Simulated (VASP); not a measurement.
A run of VASP 6.6.1 is set up as follows.

INCAR

```
PREC = Accurate
ENCUT = 520
EDIFF = 1E-6
ISMEAR = -1
SIGMA = 0.05
LREAL = False
LASPH = True
NELM = 80
ALGO = Normal
ISIF = 2
LWAVE = False
LCHARG = True
LELF = True
LVHAR = True
NBANDS = 16
```

Contents of KPOINTS:

```
regular mesh
0
Gamma
  7 7 7
```

POSCAR

```
HgTe
1.0
    0.0000000000      3.2218469041      3.2218469041
    3.2218469041      0.0000000000      3.2218469041
    3.2218469041      3.2218469041      0.0000000000
Hg Te
1 1
Direct
    0.0000000000      0.0000000000      0.0000000000
    0.5000000000      0.5000000000      0.5000000000
```

Potentials or basis: VASP PAW LDA potentials, release 64 (Hg, Te).

Launch:

```console
$ cat potpaw_LDA.64/Hg/POTCAR potpaw_LDA.64/Te/POTCAR > POTCAR
$ mpirun -np 1 vasp_std > vasp.out
```

(1) What does it give for the pressure?

(2) Estimate the band gap on the k mesh.

Results:

(1) -8.3 GPa.

(2) zero (band 9 reaches 2.66 eV, above the bottom of band 10 at 0.88 eV).

Caveat: spin-orbit coupling is left out, which moves the levels of the heavy elements.
